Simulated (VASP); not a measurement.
# Cr (Im-3m) in VASP: single point with PBE

Aim: the single point of Cr with PBE.

Everything below comes from runs of VASP 6.6.1. Logs are shortened: lines on timing, memory, paths and dates and some standing lists are left out, and cuts for length are marked.

**1. The cell of the first run**

It takes space group Im-3m (No. 229, cubic). Conventional cell: a = 2.848 Å, b = 2.848 Å, c = 2.848 Å, α = 90.00°, β = 90.00°, γ = 90.00°. Within 3.3 Å of Cr (site symmetry m-3m) lie 14 Cr at 2.47 to 2.85 Å.

**2. Single point, PBE, collinear spin, ferromagnetic start**

INCAR

```
SYSTEM = Cr
  PREC = Accurate
  ENCUT = 520
  EDIFF = 1E-7
  ISMEAR = 0
  SIGMA = 0.05
  LREAL = .False.
  LASPH = .True.
  NELM = 150
  ALGO = Normal
  ISIF = 2
  LWAVE = .False.
  LCHARG = .True.
  ISPIN = 2
  MAGMOM = 2 2
  LORBIT = 11
  LMAXMIX = 4
  GGA = PE
  LELF = .True.
  LVHAR = .True.
  NBANDS = 23
```

KPOINTS

```
regular mesh
0
Gamma
  12 12 12
  0 0 0
```

POSCAR

```
Cr
1.0
    2.8482214444      0.0000000000      0.0000000000
    0.0000000000      2.8482214444      0.0000000000
    0.0000000000      0.0000000000      2.8482214444
Cr
2
Direct
    0.0000000000      0.0000000000      0.0000000000
    0.5000000000      0.5000000000      0.5000000000
```

Potentials or basis: VASP PAW PBE potentials, release 64 (Cr_pv).

Started as:

```sh
$ cat potpaw_PBE.64/Cr_pv/POTCAR > POTCAR
$ mpirun -np 1 vasp_std > vasp.out
```

OUTCAR:

```text
SYSTEM = Cr
   PREC = Accurate
   ENCUT = 520
   EDIFF = 1E-7
   ISMEAR = 0
   LREAL = .False.
   LASPH = .True.
   NELM = 150
   ISIF = 2
   ISPIN = 2
   LORBIT = 11
   GGA = PE

 ion  position               nearest neighbor table
   1  0.000  0.000  0.000-   2 2.47   2 2.47   2 2.47   2 2.47   2 2.47   2 2.47   2 2.47   2 2.47

   2  0.500  0.500  0.500-   1 2.47   1 2.47   1 2.47   1 2.47   1 2.47   1 2.47   1 2.47   1 2.47

  LATTYP: Found a simple cubic cell.
 ALAT       =     2.8482214444

  Lattice vectors:

 A1 = (   2.8482214444,   0.0000000000,   0.0000000000)
 A2 = (   0.0000000000,   2.8482214444,   0.0000000000)
 A3 = (   0.0000000000,   0.0000000000,   2.8482214444)

Analysis of symmetry for initial positions (statically):
=====================================================================
 Subroutine PRICEL returns following result:

  LATTYP: Found a body centered cubic cell.
 ALAT       =     2.8482214444
[... 12 lines left out ...]
 Subroutine GETGRP returns: Found 48 space group operations
 (whereof 48 operations were pure point group operations)
 out of a pool of 48 trial point group operations.

The static configuration has the point symmetry O_h .

Analysis of symmetry for dynamics (positions and initial velocities):
=====================================================================
 Subroutine PRICEL returns following result:

  LATTYP: Found a body centered cubic cell.
 ALAT       =     2.8482214444
[... 12 lines left out ...]
 Subroutine GETGRP returns: Found 48 space group operations
 (whereof 48 operations were pure point group operations)
 out of a pool of 48 trial point group operations.

The dynamic configuration has the point symmetry O_h .

Analysis of structural, dynamic, and magnetic symmetry:
=====================================================================
 Subroutine PRICEL returns following result:

  LATTYP: Found a body centered cubic cell.
 ALAT       =     2.8482214444
[... 12 lines left out ...]
 Subroutine GETGRP returns: Found 48 space group operations
 (whereof 48 operations were pure point group operations)
 out of a pool of 48 trial point group operations.

The overall configuration has the point symmetry O_h .

 Subroutine INISYM returns: Found 48 space group operations
 (whereof 48 operations are pure point group operations),
 and found     2 'primitive' translations

----------------------------------------------------------------------------------------

                                     Primitive cell

[... 105 lines left out ...]
   IALGO  =     38    algorithm
   IMIX   =      4    mixing-type and parameters
     AMIX     =   0.40;   BMIX     =  1.00
     AMIX_MAG =   1.60;   BMIX_MAG =  1.00
  volume/ion in A,a.u.               =      11.55        77.96
  Fermi-wavevector in a.u.,A,eV,Ry     =   1.657950  3.133072 37.399681  2.748799
  Thomas-Fermi vector in A             =   2.745615
   LORBIT       =     11    0 simple, 1 ext, 2 COOP (PROOUT), +10 PAW based schemes
   GGA     = PE    functional components
   LHFCALC =     F    Hartree Fock is set to
   AEXX    =    0.0000 exact exchange contribution
   IVDW    =     0    specifies the selected vdW correction
   LEPSILON=     F    determine dielectric tensor
   LRPA    =     F    only Hartree local field effects (RPA)
 spin polarized calculation
 Gauss-broadening in eV      SIGMA  =   0.05
  energy-cutoff  :      520.00
  volume of cell :       23.11
 maximum number of plane-waves:       635
 NGX is ok and might be reduce to    24
   NGX = 11   NGY = 11   NGZ = 11

 number of electron      23.9999986 magnetization      -0.0000023

 number of electron      23.9999986 magnetization       0.0000015

 Free energy of the ion-electron system (eV)
  ---------------------------------------------------
  ext. energy  EPLUGINS =         0.00000000
  ---------------------------------------------------
  free energy    TOTEN  =       -19.03394411 eV

  energy without entropy =      -19.03180403  energy(sigma->0) =      -19.03287407

 E-fermi :  11.0320     XC(G=0): -13.6726

 val. band max:       11.0277450731   @ k =   0.2500   0.0833   0.0833
 cond. band min:      11.0404484823   @ k =   0.3333   0.0833   0.0833
 fundamental gap:      0.0127034092
 Fermi energy:        11.0320443322

 spin component 1

 k-point     1 :       0.0000    0.0000    0.0000
  band No.  band energies     occupation
      1     -32.3836      1.00000
      2     -32.3836      1.00000
      3     -32.3836      1.00000
      4     -31.7553      1.00000
      5     -31.7553      1.00000
      6     -31.7553      1.00000
[... 613 lines left out ...]
     22      23.3179      0.00000
     23      28.4686      0.00000

 [... further k-points ...]

 spin component 2

 k-point     1 :       0.0000    0.0000    0.0000
  band No.  band energies     occupation
      1     -32.3836      1.00000
      2     -32.3836      1.00000
      3     -32.3836      1.00000
      4     -31.7553      1.00000
      5     -31.7553      1.00000
      6     -31.7553      1.00000
[... 613 lines left out ...]
     22      23.3179      0.00000
     23      28.4686      0.00000

 [... further k-points ...]
[... 5 lines left out ...]
  --------------------------------------------------------------------------------------
  -------------------------------------------------------------------------------------
  Total       -0.0946786     -0.0946786     -0.0946786     -0.0000000      0.0000000      0.0000000
  in kB       -6.5650964     -6.5650964     -6.5650964     -0.0000000      0.0000000      0.0000000
  external PRESSURE =      -6.5650964 kB  Pullay stress =       0.0000000 kB

 VOLUME and BASIS-vectors are now :
 -----------------------------------------------------------------------------
  energy-cutoff  :      520.00
  volume of cell :       23.11
      direct lattice vectors                 reciprocal lattice vectors
     2.848221444  0.000000000  0.000000000     0.351096296  0.000000000  0.000000000
     0.000000000  2.848221444  0.000000000     0.000000000  0.351096296  0.000000000
     0.000000000  0.000000000  2.848221444     0.000000000  0.000000000  0.351096296

 POSITION                                       TOTAL-FORCE (eV/Angst)
 -----------------------------------------------------------------------------------
      0.00000      0.00000      0.00000         0.000000     -0.000000      0.000000
      1.42411      1.42411      1.42411        -0.000000      0.000000     -0.000000
 -----------------------------------------------------------------------------------
    total drift:                                0.000000      0.000000     -0.000000

  FREE ENERGIE OF THE ION-ELECTRON SYSTEM (eV)
  ---------------------------------------------------
  free  energy   TOTEN  =       -19.0339441089 eV

  energy  without entropy=      -19.0318040334  energy(sigma->0) =      -19.03287407

 total charge

# of ion       s       p       d       tot
------------------------------------------
    1        0.441   6.405   4.212  11.058
    2        0.441   6.405   4.212  11.058
--------------------------------------------------
tot          0.881  12.810   8.425  22.116

 magnetization (x)

# of ion       s       p       d       tot
------------------------------------------
    1        0.000   0.000   0.000   0.000
    2        0.000   0.000   0.000   0.000
--------------------------------------------------
tot          0.000   0.000   0.000   0.000
```

It took 53 s on 1 thread of Intel Xeon Platinum 8259CL at 2.50GHz (Skylake/Cascade Lake), shared host; peak memory 0.19 GiB.

What came out:

```yaml
Free_energy: -19.0339 eV
Pressure: -0.7 GPa
Band_gap_on_the_k_mesh: zero (filled and empty bands overlap)
Net_moment: 0.00 μB per cell
Valence_electrons_inside_the_program's_atomic_spheres: Cr 11.06
```

Caveat: the starting moments collapsed, and a magnetic state may lie lower.
